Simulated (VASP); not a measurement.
# ZnS (P6_3mc) in VASP: single point with PBE

Aim: the single point of ZnS with PBE.

Everything below comes from runs of VASP 6.6.1. Logs are shortened: lines on timing, memory, paths and dates and some standing lists are left out, and cuts for length are marked.

## (1) The cell of the first run

The structure is hexagonal, space group P6_3mc (No. 186). Conventional cell: a = 3.824 Å, b = 3.824 Å, c = 31.200 Å, α = 90.00°, β = 90.00°, γ = 120.00°. Zn (site symmetry 3m) has 4 S at 2.34 Å within 3.1 Å. Zn (site symmetry 3m) has 4 S at 2.34 Å within 3.1 Å. Within 3.1 Å of Zn (site symmetry 3m) lie 4 S at 2.34 Å. Zn (site symmetry 3m) has 4 S at 2.34 Å within 3.1 Å. Zn (site symmetry 3m) has 4 S at 2.34 Å within 3.1 Å. S (site symmetry 3m) has 4 Zn at 2.34 Å within 3.1 Å. S (site symmetry 3m) has 4 Zn at 2.34 Å within 3.1 Å. Within 3.1 Å of S (site symmetry 3m) lie 4 Zn at 2.34 Å.

## (2) Single point, PBE

INCAR reads:

```
SYSTEM = ZnS
  ALGO = Normal
  EDIFF = 1E-6
  ENCUT = 520
  GGA = PE
  ISIF = 2
  ISMEAR = -1
  LASPH = .True.
  LCHARG = .False.
  LREAL = Auto
  LWAVE = .False.
  NBANDS = 106
  NELM = 80
  PREC = Accurate
  SIGMA = 0.02
```

KPOINTS reads:

```
k-points
0
Gamma
  8 8 1
  0 0 0
```

POSCAR reads:

```
ZnS
1.0
    3.8240000000      0.0000000000      0.0000000000
   -1.9120000000      3.3116811441      0.0000000000
    0.0000000000      0.0000000000     31.2000000000
Zn S
10 10
Direct
    0.0000000000      0.0000000000      0.0000713087
    0.0000000000      0.0000000000      0.5000713087
    0.0000000000      0.0000000000      0.2999202007
    0.0000000000      0.0000000000      0.7999202007
    0.3333333333      0.6666666667      0.1000130611
    0.6666666667      0.3333333333      0.6000130611
    0.3333333333      0.6666666667      0.4000011524
    0.6666666667      0.3333333333      0.9000011524
    0.3333333333      0.6666666667      0.6999687049
    0.6666666667      0.3333333333      0.1999687049
    0.0000000000      0.0000000000      0.0750546774
    0.0000000000      0.0000000000      0.5750546774
    0.0000000000      0.0000000000      0.3749138827
    0.0000000000      0.0000000000      0.8749138827
    0.3333333333      0.6666666667      0.1750081429
    0.6666666667      0.3333333333      0.6750081429
    0.3333333333      0.6666666667      0.4750852210
    0.6666666667      0.3333333333      0.9750852210
    0.3333333333      0.6666666667      0.7749636481
    0.6666666667      0.3333333333      0.2749636481
```

Potentials or basis: VASP PAW PBE potentials, release 64 (Zn, S).

Launch:

```console
$ cat potpaw_PBE.64/Zn/POTCAR potpaw_PBE.64/S/POTCAR > POTCAR
$ mpirun -np 1 vasp_std > vasp.out
```

OUTCAR:

```text
SYSTEM = ZnS
   EDIFF = 1E-6
   ENCUT = 520
   GGA = PE
   ISIF = 2
   ISMEAR = -1
   LASPH = .True.
   LREAL = Auto
   NELM = 80
   PREC = Accurate

 ion  position               nearest neighbor table
   1  0.000  0.000  0.000-  11 2.34  18 2.34  18 2.34  18 2.34
   2  0.000  0.000  0.500-  12 2.34  17 2.34  17 2.34  17 2.34
   3  0.000  0.000  0.300-  13 2.34  20 2.34  20 2.34  20 2.34
   4  0.000  0.000  0.800-  14 2.34  19 2.34  19 2.34  19 2.34
   5  0.333  0.667  0.100-  15 2.34  11 2.34  11 2.34  11 2.34
   6  0.667  0.333  0.600-  16 2.34  12 2.34  12 2.34  12 2.34
[... 12 lines left out ...]
  19  0.333  0.667  0.775-   9 2.34   4 2.34   4 2.34   4 2.34
  20  0.667  0.333  0.275-  10 2.34   3 2.34   3 2.34   3 2.34

  LATTYP: Found a hexagonal cell.
 ALAT       =     3.8240000000
 C/A-ratio  =     8.1589958159

  Lattice vectors:

 A1 = (   3.8240000000,   0.0000000000,   0.0000000000)
 A2 = (  -1.9120000000,   3.3116811441,   0.0000000000)
 A3 = (   0.0000000000,   0.0000000000,  31.2000000000)

Analysis of symmetry for initial positions (statically):
=====================================================================
 Subroutine PRICEL returns:
 Original cell was already a primitive cell.

 Routine SETGRP: Setting up the symmetry group for a
 hexagonal supercell.

 Subroutine GETGRP returns: Found 12 space group operations
 (whereof  6 operations were pure point group operations)
 out of a pool of 24 trial point group operations.

The static configuration has the point symmetry C_3v.
 The point group associated with its full space group is C_6v.

Analysis of symmetry for dynamics (positions and initial velocities):
=====================================================================
 Subroutine PRICEL returns:
 Original cell was already a primitive cell.

 Routine SETGRP: Setting up the symmetry group for a
 hexagonal supercell.

 Subroutine GETGRP returns: Found 12 space group operations
 (whereof  6 operations were pure point group operations)
 out of a pool of 24 trial point group operations.

The dynamic configuration has the point symmetry C_3v.
 The point group associated with its full space group is C_6v.

 Subroutine INISYM returns: Found 12 space group operations
 (whereof  6 operations are pure point group operations),
 and found     1 'primitive' translations

----------------------------------------------------------------------------------------

                                     Primitive cell

  volume of cell :     395.1127

  direct lattice vectors                    reciprocal lattice vectors
     3.824000000  0.000000000  0.000000000     0.261506276  0.150980719  0.000000000
    -1.912000000  3.311681144  0.000000000     0.000000000  0.301961438  0.000000000
     0.000000000  0.000000000 31.200000000     0.000000000  0.000000000  0.032051282

  length of vectors
     3.824000000  3.824000000 31.200000000     0.301961438  0.301961438  0.032051282

  position of ions in fractional coordinates (direct lattice)
     0.000000000  0.000000000  0.000071309
     0.000000000  0.000000000  0.500071309
     0.000000000  0.000000000  0.299920201
     0.000000000  0.000000000  0.799920201
     0.333333333  0.666666667  0.100013061
     0.666666667  0.333333333  0.600013061
[... 12 lines left out ...]
     0.333333333  0.666666667  0.774963648
     0.666666667  0.333333333  0.274963648

  ion indices of the primitive-cell ions
   primitive index   ion index
                 1           1
                 2           2
                 3           3
                 4           4
                 5           5
                 6           6
[... 12 lines left out ...]
                19          19
                20          20

----------------------------------------------------------------------------------------

 KPOINTS: k-points

Automatic generation of k-mesh.
 Grid dimensions read from file:
 generate k-points for:    8    8    1

 Generating k-lattice:

  Cartesian coordinates                     Fractional coordinates (reciprocal lattice)
     0.032688285  0.018872590  0.000000000     0.125000000  0.000000000  0.000000000
     0.000000000  0.037745180  0.000000000     0.000000000  0.125000000  0.000000000
     0.000000000  0.000000000  0.032051282     0.000000000  0.000000000  1.000000000

  Length of vectors
     0.037745180  0.037745180  0.032051282

  Shift w.r.t. Gamma in fractional coordinates (k-lattice)
     0.000000000  0.000000000  0.000000000

 Subroutine IBZKPT returns following result:
 ===========================================

 Found     10 irreducible k-points:

 Following reciprocal coordinates:
            Coordinates               Weight
  0.000000  0.000000  0.000000      1.000000
  0.125000 -0.000000  0.000000      6.000000
  0.250000 -0.000000  0.000000      6.000000
  0.375000 -0.000000  0.000000      6.000000
  0.500000 -0.000000  0.000000      3.000000
  0.125000  0.125000  0.000000      6.000000
  0.250000  0.125000  0.000000     12.000000
  0.375000  0.125000  0.000000     12.000000
  0.250000  0.250000  0.000000      6.000000
  0.375000  0.250000  0.000000      6.000000
   k-points           NKPTS =     10   k-points in BZ     NKDIM =     10   number of bands    NBANDS=    106
   number of dos      NEDOS =    301   number of ions     NIONS =     20
   total plane-waves  NPLWV = 188160
   dimension x,y,z NGX =    28 NGY =   28 NGZ =  240
   dimension x,y,z NGXF=    56 NGYF=   56 NGZF=  480
   ions per type =              10  10
   NGX,Y,Z   is equivalent  to a cutoff of  12.17, 12.17, 12.79 a.u.
   NGXF,Y,Z  is equivalent  to a cutoff of  24.35, 24.35, 25.58 a.u.
 SYSTEM =  ZnS
   PREC   = accura    normal or accurate (medium, high low for compatibility)
   ISTART =      0    job   : 0-new  1-cont  2-samecut
   ICHARG =      2    charge: 1-file 2-atom 10-const
   ISPIN  =      1    spin polarized calculation?
   LNONCOLLINEAR =      F non collinear calculations
   LSORBIT =      F    spin-orbit coupling
   LASPH  =      T    aspherical Exc in radial PAW
   ENCUT  =  520.0 eV  38.22 Ry    6.18 a.u.   7.11  7.11 58.01*2*pi/ulx,y,z
   NELM   =     80;   NELMIN=  2; NELMDL= -5     # of ELM steps
   EDIFF  = 0.1E-05   stopping-criterion for ELM
   LREAL  =      T    real-space projection
   EDIFFG = 0.1E-04   stopping-criterion for IOM
   NSW    =      0    number of steps for IOM
   IBRION =     -1    ionic relax: 0-MD 1-quasi-New 2-CG
   NFREE  =      0    steps in history (QN), initial steepest desc. (CG)
   ISIF   =      2    stress and relaxation
   ISYM   =      2    0-nonsym 1-usesym 2-fastsym
   POTIM  = 0.5000    time-step for ionic-motion
   TEBEG  =    0.0;   TEEND  =   0.0 temperature during run
   PSTRESS=    0.0 pullay stress
   NELECT =     180.0000    total number of electrons
   NUPDOWN=      -1.0000    fix difference up-down
   EMIN   =  10.00;   EMAX   =-10.00  energy-range for DOS
   EFERMI =   0.00;   METHOD = LEGACY
   ISMEAR =    -1;   SIGMA  =   0.02  broadening in eV -4-tet -1-fermi 0-gaus
   EFERMI_NEDOS =   21; number of points for ismear=-14 and -15
   IALGO  =     38    algorithm
   IMIX   =      4    mixing-type and parameters
     AMIX     =   0.40;   BMIX     =  1.00
     AMIX_MAG =   1.60;   BMIX_MAG =  1.00
  volume/ion in A,a.u.               =      19.76       133.32
  Fermi-wavevector in a.u.,A,eV,Ry     =   1.259675  2.380441 21.589483  1.586782
  Thomas-Fermi vector in A             =   2.393223
   LORBIT       =      0    0 simple, 1 ext, 2 COOP (PROOUT), +10 PAW based schemes
   GGA     = PE    functional components
   LHFCALC =     F    Hartree Fock is set to
   AEXX    =    0.0000 exact exchange contribution
   IVDW    =     0    specifies the selected vdW correction
   LEPSILON=     F    determine dielectric tensor
   LRPA    =     F    only Hartree local field effects (RPA)
 non-spin polarized calculation
  energy-cutoff  :      520.00
  volume of cell :      395.11
 maximum number of plane-waves:     10707
   NGX = 15   NGY = 15   NGZ =117

 number of electron     179.9999931 magnetization

 Free energy of the ion-electron system (eV)
  ---------------------------------------------------
  ext. energy  EPLUGINS =         0.00000000
  ---------------------------------------------------
  free energy    TOTEN  =       -68.47398036 eV

  energy without entropy =      -68.47398036  energy(sigma->0) =      -68.47398036

 E-fermi :   2.5694     XC(G=0):  -9.6218

 val. band max:        2.0944598987   @ k =   0.0000   0.0000   0.0000
 cond. band min:       4.2185883229   @ k =   0.0000   0.0000   0.0000
 fundamental gap:      2.1241284242
 Fermi energy:         2.5693769015

 k-point     1 :       0.0000    0.0000    0.0000
  band No.  band energies     occupation
      1     -11.0389      2.00000
      2     -10.9659      2.00000
      3     -10.9604      2.00000
      4     -10.7558      2.00000
      5     -10.7524      2.00000
      6     -10.4727      2.00000
[... 94 lines left out ...]
    101       8.3895      0.00000
    102       8.4532      0.00000

 k-point     2 :       0.1250   -0.0000    0.0000
  band No.  band energies     occupation
      1     -10.9350      2.00000
      2     -10.8650      2.00000
      3     -10.8596      2.00000
      4     -10.6639      2.00000
      5     -10.6606      2.00000
      6     -10.3948      2.00000
[... 829 lines left out ...]
    101       7.9956      0.00000
    102       8.0012      0.00000

 k-point    10 :       0.3750    0.2500    0.0000
  band No.  band energies     occupation
      1      -9.9644      2.00000
      2      -9.9527      2.00000
      3      -9.9501      2.00000
      4      -9.9177      2.00000
      5      -9.9165      2.00000
      6      -9.8755      2.00000
[... 94 lines left out ...]
    101       7.8488      0.00000
    102       7.9083      0.00000
 [bands above 102 left out]

------------------------ aborting loop because EDIFF is reached ----------------------------------------

  FORCE on cell =-STRESS in cart. coord.  units (eV):
  Direction    XX          YY          ZZ          XY          YZ          ZX
  --------------------------------------------------------------------------------------
  -------------------------------------------------------------------------------------
  Total        3.9158707      3.9158707      4.3881395      0.0000000     -0.0000000      0.0000000
  in kB       15.8788093     15.8788093     17.7938535      0.0000000     -0.0000000      0.0000000
  external PRESSURE =      16.5171574 kB  Pullay stress =       0.0000000 kB

 VOLUME and BASIS-vectors are now :
 -----------------------------------------------------------------------------
  energy-cutoff  :      520.00
  volume of cell :      395.11
      direct lattice vectors                 reciprocal lattice vectors
     3.824000000  0.000000000  0.000000000     0.261506276  0.150980719  0.000000000
    -1.912000000  3.311681144  0.000000000     0.000000000  0.301961438  0.000000000
     0.000000000  0.000000000 31.200000000     0.000000000  0.000000000  0.032051282

 POSITION                                       TOTAL-FORCE (eV/Angst)
 -----------------------------------------------------------------------------------
      0.00000      0.00000      0.00222         0.000000      0.000000      0.001369
      0.00000      0.00000     15.60222        -0.000000      0.000000      0.001369
      0.00000      0.00000      9.35751         0.000000      0.000000     -0.005010
      0.00000      0.00000     24.95751         0.000000      0.000000     -0.005010
     -0.00000      2.20779      3.12041         0.000000      0.000000     -0.003473
      1.91200      1.10389     18.72041        -0.000000     -0.000000     -0.003473
[... 12 lines left out ...]
     -0.00000      2.20779     24.17887         0.000000     -0.000000      0.001922
      1.91200      1.10389      8.57887         0.000000      0.000000      0.001922
 -----------------------------------------------------------------------------------
    total drift:                               -0.000003     -0.000004      0.003329

  FREE ENERGIE OF THE ION-ELECTRON SYSTEM (eV)
  ---------------------------------------------------
  free  energy   TOTEN  =       -68.4739803555 eV

  energy  without entropy=      -68.4739803555  energy(sigma->0) =      -68.47398036
```

Run time: 19 min. Hardware: 1 thread of Intel Xeon 6975P-C (Granite Rapids), shared host; peak memory 0.58 GiB.

What came out:

```
Free energy            : -68.4740 eV
Pressure               : 1.7 GPa
Largest force          : 0.013 eV/Å
Band gap on the k mesh : 2.12 eV
```

Forces in eV/Å, atoms in the order of the input:
```
Zn   0.000  0.000  0.001
Zn   0.000  0.000  0.001
Zn   0.000  0.000 -0.005
Zn   0.000  0.000 -0.005
Zn   0.000  0.000 -0.003
Zn   0.000  0.000 -0.003
Zn   0.000  0.000 -0.008
Zn   0.000  0.000 -0.008
Zn   0.000  0.000 -0.004
Zn   0.000  0.000 -0.004
S    0.000  0.000  0.003
S    0.000  0.000  0.003
S    0.000  0.000 -0.003
S    0.000  0.000 -0.003
S    0.000  0.000  0.004
S    0.000  0.000  0.004
S    0.000  0.000  0.013
S    0.000  0.000  0.013
S    0.000  0.000  0.002
S    0.000  0.000  0.002
```
